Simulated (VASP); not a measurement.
LaC: single point with LDA

The system is LaC.

```
La C
1.0
     0.00000    2.71658    2.71658
     2.71658    0.00000    2.71658
     2.71658    2.71658    0.00000
La C
1 1
Direct
  0.50000 0.50000 0.50000
  0.00000 0.00000 0.00000
```

```
Program                : VASP 6.6.1
Task                   : single point
Functional             : LDA
Potentials or basis    : VASP PAW LDA potentials, release 64 (La, C)
Cutoff                 : 520 eV
k mesh                 : 12 × 12 × 12
Occupations            : gaussian, width 0.05 eV
Spin                   : no spin polarisation
Dipole correction      : no
Further INCAR settings : ALGO = Normal; EDIFF = 1e-06; NBANDS = 14
```

- Pressure: -5.7 GPa

Levels at points of the mesh, in eV from the Fermi level:
| k point | band 4 | band 5 | band 6 | band 7 | band 8 | band 9 | band 10 | band 11 | band 12 | band 13 |
| --- | --- | --- | --- | --- | --- | --- | --- | --- | --- | --- |
| (0.00, 0.00, 0.00) | -14.23 | -8.50 | 0.49 | 0.49 | 0.49 | 2.67 | 2.67 | 2.67 | 2.94 | 3.92 |
| (0.50, 0.00, 0.00) | -14.35 | -6.43 | -2.64 | -1.32 | -1.32 | 3.12 | 3.36 | 3.36 | 3.79 | 3.79 |
| (0.50, 0.50, 0.00) | -14.71 | -8.41 | 0.04 | 0.65 | 0.69 | 0.69 | 3.47 | 3.54 | 3.66 | 3.66 |

It took 65 s on 1 thread of Intel(R) Xeon(R) Platinum 8488C (Sapphire Rapids), on a shared host, peak memory 0.19 GiB.

Caveat: spin-orbit coupling is left out, which moves the levels of the heavy elements.
